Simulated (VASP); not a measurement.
# ScAl2N3 (P6/mmm) in VASP: single point with PBE

Aim: the single point of ScAl2N3 with PBE.

All numbers are computed with VASP 6.6.1; they aren't measurements. Logs are shortened: lines on timing, memory, paths and dates and some standing lists are left out, and cuts for length are marked.

## Step 1: The cell of the first run

Symmetry: P6/mmm, No. 191, hexagonal system. Conventional cell: a = 4.206 Å, b = 4.206 Å, c = 8.466 Å, α = 90.00°, β = 90.00°, γ = 120.00°. Within 2.8 Å of Sc (site symmetry 6/mmm) lie 6 N at 2.10 Å. Within 3.5 Å of Al (site symmetry 6mm) lie 1 Al at 2.63 Å and 1 Sc at 2.92 Å. N (site symmetry mmm) has 4 N at 2.10 Å and 2 Sc at 2.10 Å within 2.8 Å.

## Step 2: Single point, PBE, collinear spin, ferromagnetic start

Input file INCAR:

```
ALGO = Normal
EDIFF = 1E-6
ENCUT = 520
GGA = PE
ISIF = 2
ISMEAR = 0
ISPIN = 2
LASPH = True
LCHARG = False
LMAXMIX = 4
LORBIT = 11
LREAL = False
LWAVE = False
MAGMOM = 0 0 0 0.4 0.4 0.4
NBANDS = 29
NELM = 150
PREC = Accurate
SIGMA = 0.1
```

Input file KPOINTS:

```
k-points
0
Gamma
  12 12 6
```

Input file POSCAR:

```
ScAl2N3
1.0
    4.2057074549      0.0000000000      0.0000000000
   -2.1028537275      3.6422494968      0.0000000000
    0.0000000000      0.0000000000      8.4656949188
Sc Al N
1 2 3
Direct
    0.0000000000      0.0000000000      0.5000000000
    0.0000000000      0.0000000000      0.8444024479
    0.0000000000      0.0000000000      0.1555975521
    0.5000000000      0.0000000000      0.5000000000
    0.0000000000      0.5000000000      0.5000000000
    0.5000000000      0.5000000000      0.5000000000
```

Potentials or basis: VASP PAW PBE potentials, release 64 (Sc_sv, Al, N).

Run with:

```sh
$ cat potpaw_PBE.64/Sc_sv/POTCAR potpaw_PBE.64/Al/POTCAR potpaw_PBE.64/N/POTCAR > POTCAR
$ mpirun -np 1 vasp_std > vasp.out
```

OUTCAR:

```text
EDIFF = 1E-6
   ENCUT = 520
   GGA = PE
   ISIF = 2
   ISMEAR = 0
   ISPIN = 2
   LASPH = True
   LORBIT = 11
   LREAL = False
   NELM = 150
   PREC = Accurate

 ion  position               nearest neighbor table
   1  0.000  0.000  0.500-   6 2.10   6 2.10   5 2.10   5 2.10   4 2.10   4 2.10   2 2.92   3 2.92

   2  0.000  0.000  0.844-   3 2.63   1 2.92
   3  0.000  0.000  0.156-   2 2.63   1 2.92
   4  0.500  0.000  0.500-   1 2.10   1 2.10
   5  0.000  0.500  0.500-   1 2.10   1 2.10
   6  0.500  0.500  0.500-   1 2.10   1 2.10

  LATTYP: Found a hexagonal cell.
 ALAT       =     4.2057074549
 C/A-ratio  =     2.0129062731

  Lattice vectors:

 A1 = (   4.2057074549,   0.0000000000,   0.0000000000)
 A2 = (  -2.1028537275,   3.6422494968,   0.0000000000)
 A3 = (   0.0000000000,   0.0000000000,   8.4656949188)

Analysis of symmetry for initial positions (statically):
=====================================================================
 Subroutine PRICEL returns:
 Original cell was already a primitive cell.

 Routine SETGRP: Setting up the symmetry group for a
 hexagonal supercell.

 Subroutine GETGRP returns: Found 24 space group operations
 (whereof 24 operations were pure point group operations)
 out of a pool of 24 trial point group operations.

The static configuration has the point symmetry D_6h.

Analysis of symmetry for dynamics (positions and initial velocities):
=====================================================================
 Subroutine PRICEL returns:
 Original cell was already a primitive cell.

 Routine SETGRP: Setting up the symmetry group for a
 hexagonal supercell.

 Subroutine GETGRP returns: Found 24 space group operations
 (whereof 24 operations were pure point group operations)
 out of a pool of 24 trial point group operations.

The dynamic configuration has the point symmetry D_6h.

Analysis of structural, dynamic, and magnetic symmetry:
=====================================================================
 Subroutine PRICEL returns:
 Original cell was already a primitive cell.

 Routine SETGRP: Setting up the symmetry group for a
 hexagonal supercell.

 Subroutine GETGRP returns: Found 24 space group operations
 (whereof 24 operations were pure point group operations)
 out of a pool of 24 trial point group operations.

The overall configuration has the point symmetry D_6h.

 Subroutine INISYM returns: Found 24 space group operations
 (whereof 24 operations are pure point group operations),
 and found     1 'primitive' translations

----------------------------------------------------------------------------------------

                                     Primitive cell

  volume of cell :     129.6795

  direct lattice vectors                    reciprocal lattice vectors
     4.205707455  0.000000000  0.000000000     0.237772125  0.137277801  0.000000000
    -2.102853727  3.642249497  0.000000000     0.000000000  0.274555601  0.000000000
     0.000000000  0.000000000  8.465694919     0.000000000  0.000000000  0.118123794

  length of vectors
     4.205707455  4.205707455  8.465694919     0.274555601  0.274555601  0.118123794

  position of ions in fractional coordinates (direct lattice)
     0.000000000  0.000000000  0.500000000
     0.000000000  0.000000000  0.844402448
     0.000000000  0.000000000  0.155597552
     0.500000000  0.000000000  0.500000000
     1.000000000  0.500000000  0.500000000
     0.500000000  0.500000000  0.500000000

  ion indices of the primitive-cell ions
   primitive index   ion index
                 1           1
                 2           2
                 3           3
                 4           4
                 5           5
                 6           6

[... 25 lines left out ...]

 Following reciprocal coordinates:
            Coordinates               Weight
  0.000000  0.000000  0.000000      1.000000
  0.083333  0.000000  0.000000      6.000000
  0.166667  0.000000  0.000000      6.000000
  0.250000  0.000000  0.000000      6.000000
  0.333333 -0.000000  0.000000      6.000000
  0.416667  0.000000  0.000000      6.000000
[... 16 lines left out ...]
  0.250000  0.000000  0.166667     12.000000
  0.333333 -0.000000  0.166667     12.000000
 [... further k-points ...]
   k-points           NKPTS =     76   k-points in BZ     NKDIM =     76   number of bands    NBANDS=     29
   number of dos      NEDOS =    301   number of ions     NIONS =      6
   total plane-waves  NPLWV =  65536
   dimension x,y,z NGX =    32 NGY =   32 NGZ =   64
   dimension x,y,z NGXF=    64 NGYF=   64 NGZF=  128
   ions per type =               1   2   3
   NGX,Y,Z   is equivalent  to a cutoff of  12.65, 12.65, 12.57 a.u.
   NGXF,Y,Z  is equivalent  to a cutoff of  25.30, 25.30, 25.14 a.u.
 SYSTEM =  unknown system
   PREC   = accura    normal or accurate (medium, high low for compatibility)
   ISTART =      0    job   : 0-new  1-cont  2-samecut
   ICHARG =      2    charge: 1-file 2-atom 10-const
   ISPIN  =      2    spin polarized calculation?
   LNONCOLLINEAR =      F non collinear calculations
   LSORBIT =      F    spin-orbit coupling
   LASPH  =      T    aspherical Exc in radial PAW
   ENCUT  =  520.0 eV  38.22 Ry    6.18 a.u.   7.82  7.82 15.74*2*pi/ulx,y,z
   NELM   =    150;   NELMIN=  2; NELMDL= -5     # of ELM steps
   EDIFF  = 0.1E-05   stopping-criterion for ELM
   LREAL  =      F    real-space projection
   EDIFFG = 0.1E-04   stopping-criterion for IOM
   NSW    =      0    number of steps for IOM
   IBRION =     -1    ionic relax: 0-MD 1-quasi-New 2-CG
   NFREE  =      0    steps in history (QN), initial steepest desc. (CG)
   ISIF   =      2    stress and relaxation
   ISYM   =      2    0-nonsym 1-usesym 2-fastsym
   POTIM  = 0.5000    time-step for ionic-motion
   TEBEG  =    0.0;   TEEND  =   0.0 temperature during run
   PSTRESS=    0.0 pullay stress
   NELECT =      32.0000    total number of electrons
   NUPDOWN=      -1.0000    fix difference up-down
   EMIN   =  10.00;   EMAX   =-10.00  energy-range for DOS
   EFERMI =   0.00;   METHOD = LEGACY
   ISMEAR =     0;   SIGMA  =   0.10  broadening in eV -4-tet -1-fermi 0-gaus
   EFERMI_NEDOS =   21; number of points for ismear=-14 and -15
   IALGO  =     38    algorithm
   IMIX   =      4    mixing-type and parameters
     AMIX     =   0.40;   BMIX     =  1.00
     AMIX_MAG =   1.60;   BMIX_MAG =  1.00
  volume/ion in A,a.u.               =      21.61       145.85
  Fermi-wavevector in a.u.,A,eV,Ry     =   1.026836  1.940438 14.345873  1.054392
  Thomas-Fermi vector in A             =   2.160749
   LORBIT       =     11    0 simple, 1 ext, 2 COOP (PROOUT), +10 PAW based schemes
   GGA     = PE    functional components
   LHFCALC =     F    Hartree Fock is set to
   AEXX    =    0.0000 exact exchange contribution
   IVDW    =     0    specifies the selected vdW correction
   LEPSILON=     F    determine dielectric tensor
   LRPA    =     F    only Hartree local field effects (RPA)
 spin polarized calculation
 Gauss-broadening in eV      SIGMA  =   0.10
  energy-cutoff  :      520.00
  volume of cell :      129.68
 maximum number of plane-waves:      3512
 NGX is ok and might be reduce to    32
   NGX = 15   NGY = 15   NGZ = 31

 number of electron      32.0000001 magnetization       0.0000917

 number of electron      32.0000001 magnetization      -0.0002623

 Free energy of the ion-electron system (eV)
  ---------------------------------------------------
  ext. energy  EPLUGINS =         0.00000000
  ---------------------------------------------------
  free energy    TOTEN  =       -29.81186719 eV

  energy without entropy =      -29.78950574  energy(sigma->0) =      -29.80068646

 E-fermi :   1.6284     XC(G=0):  -8.3133

 val. band max:        1.6095617483   @ k =   0.2500   0.2500   0.5000
 cond. band min:       1.6366073072   @ k =   0.4167   0.1667   0.0000
 fundamental gap:      0.0270455589
 Fermi energy:         1.6284315443

 spin component 1

 k-point     1 :       0.0000    0.0000    0.0000
  band No.  band energies     occupation
      1     -45.8075      1.00000
      2     -24.6639      1.00000
      3     -24.5935      1.00000
      4     -24.5935      1.00000
      5     -14.4643      1.00000
      6      -9.5772      1.00000
[... 733 lines left out ...]
     27       6.9872      0.00000
     28       7.8970      0.00000

 [... further k-points ...]

 spin component 2

 k-point     1 :       0.0000    0.0000    0.0000
  band No.  band energies     occupation
      1     -45.8075      1.00000
      2     -24.6639      1.00000
      3     -24.5935      1.00000
      4     -24.5935      1.00000
      5     -14.4644      1.00000
      6      -9.5773      1.00000
[... 733 lines left out ...]
     27       6.9872      0.00000
     28       7.8970      0.00000

 [... further k-points ...]

 [bands above 28 left out]

------------------------ aborting loop because EDIFF is reached ----------------------------------------

  FORCE on cell =-STRESS in cart. coord.  units (eV):
  Direction    XX          YY          ZZ          XY          YZ          ZX
  --------------------------------------------------------------------------------------
  -------------------------------------------------------------------------------------
  Total        0.1064618      0.1064618     -0.3035600     -0.0000000      0.0000000      0.0000000
  in kB        1.3153245      1.3153245     -3.7504527     -0.0000000      0.0000000      0.0000000
  external PRESSURE =      -0.3732679 kB  Pullay stress =       0.0000000 kB

 VOLUME and BASIS-vectors are now :
 -----------------------------------------------------------------------------
  energy-cutoff  :      520.00
  volume of cell :      129.68
      direct lattice vectors                 reciprocal lattice vectors
     4.205707455  0.000000000  0.000000000     0.237772125  0.137277801  0.000000000
    -2.102853727  3.642249497  0.000000000     0.000000000  0.274555601  0.000000000
     0.000000000  0.000000000  8.465694919     0.000000000  0.000000000  0.118123794

 POSITION                                       TOTAL-FORCE (eV/Angst)
 -----------------------------------------------------------------------------------
      0.00000      0.00000      4.23285        -0.000000      0.000000     -0.000000
      0.00000      0.00000      7.14845        -0.000000      0.000000     -0.044551
      0.00000      0.00000      1.31724         0.000000     -0.000000      0.044551
      2.10285      0.00000      4.23285        -0.000000      0.000000     -0.000000
     -1.05143      1.82112      4.23285        -0.000000      0.000000     -0.000000
      1.05143      1.82112      4.23285        -0.000000      0.000000     -0.000000
 -----------------------------------------------------------------------------------
    total drift:                               -0.000000      0.000000     -0.000000

  FREE ENERGIE OF THE ION-ELECTRON SYSTEM (eV)
  ---------------------------------------------------
  free  energy   TOTEN  =       -29.8118671935 eV

  energy  without entropy=      -29.7895057359  energy(sigma->0) =      -29.80068646

 total charge

# of ion       s       p       d       tot
------------------------------------------
    1        2.229   6.306   1.352   9.887
    2        0.561   0.187   0.000   0.748
    3        0.561   0.187   0.000   0.748
    4        1.357   2.097   0.000   3.453
    5        1.357   2.097   0.000   3.453
    6        1.357   2.097   0.000   3.453
--------------------------------------------------
tot          7.421  12.970   1.352  21.743

 magnetization (x)

# of ion       s       p       d       tot
------------------------------------------
    1       -0.000   0.000  -0.000  -0.000
    2        0.000  -0.000   0.000  -0.000
    3        0.000  -0.000   0.000  -0.000
    4       -0.000  -0.000   0.000  -0.000
    5       -0.000  -0.000   0.000  -0.000
    6       -0.000  -0.000   0.000  -0.000
--------------------------------------------------
tot         -0.000  -0.000  -0.000  -0.000
```

Wall time 23 min (1 thread of Intel Xeon 8259CL, shared host); peak memory 0.59 GiB.

What came out:

- Free energy: -29.8119 eV
- Pressure: 0.0 GPa
- Largest force: 0.045 eV/Å
- Band gap on the k mesh: zero (filled and empty bands overlap)
- Net moment: 0.00 μB per cell
- Valence electrons inside the program's atomic spheres: Sc 9.89; Al 0.75; N 3.45

Forces in eV/Å, atoms in the order of the input:
```
Sc   0.000  0.000  0.000
Al   0.000  0.000 -0.045
Al   0.000  0.000  0.045
N    0.000  0.000  0.000
N    0.000  0.000  0.000
N    0.000  0.000  0.000
```

Stress tensor (GPa, compression positive):
```
 0.13  0.00  0.00
 0.00  0.13  0.00
 0.00  0.00 -0.38
```
